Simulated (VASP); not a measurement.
**Li3Sb2Pt3: single point with PBE**

The system is Li3Sb2Pt3.

```xyz
8
Lattice="4.6580 2.6893 4.0873 -4.6580 2.6893 4.0873 0.0000 -5.3786 4.0873" Properties=species:S:1:pos:R:3 pbc="T T T"
Li    0.0000    2.6893    4.0873
Li   -2.3290   -1.3447    4.0873
Li    2.3290   -1.3447    4.0873
Sb    0.0000    0.0000    8.6047
Sb    0.0000    0.0000    3.6574
Pt    0.0000    0.0000    6.1310
Pt    0.0000    0.0000    1.2100
Pt    0.0000    0.0000   11.0520
```

The cell was generated, and may not be a known phase.

```
Program             : VASP 6.6.1
Task                : single point
Functional          : PBE
Potentials or basis : VASP PAW PBE potentials, release 64 (Li_sv, Sb, Pt)
Cutoff              : 520 eV
k mesh              : 6 × 6 × 6
Occupations         : gaussian, width 0.1 eV
Spin                : no spin polarisation
```

The largest force is 0.012 eV/Å and the band gap on the k mesh is zero (an odd number of electrons rules out a gap without spin polarisation).

Forces on the atoms (eV/Å):
```
Li   0.000  0.000  0.000
Li   0.000  0.000  0.000
Li   0.000  0.000  0.000
Sb   0.000  0.000  0.004
Sb   0.000  0.000 -0.004
Pt   0.000  0.000  0.000
Pt   0.000  0.000  0.012
Pt   0.000  0.000 -0.012
```

Levels at points of the mesh, in eV from the Fermi level:
```tsv
k point	band 22	band 23	band 24	band 25	band 26	band 27	band 28	band 29
(0.00, 0.00, 0.00)	-0.89	-0.54	-0.54	-0.31	0.75	0.75	2.09	2.09
(0.50, 0.00, 0.00)	-0.44	-0.04	-0.03	0.04	0.20	0.46	2.58	2.77
(0.50, 0.50, 0.00)	-0.70	-0.55	-0.54	-0.48	0.74	0.82	2.45	3.52
(0.50, 0.50, 0.50)	-0.54	-0.18	-0.18	-0.03	-0.03	0.54	2.90	3.37
```

Run time: 7.8 min on 1 thread of AMD EPYC 7R13 Processor (Zen 3), with other jobs on the host, peak memory 0.51 GiB.

Caveat: spin-orbit coupling is left out, which moves the levels of the heavy elements.
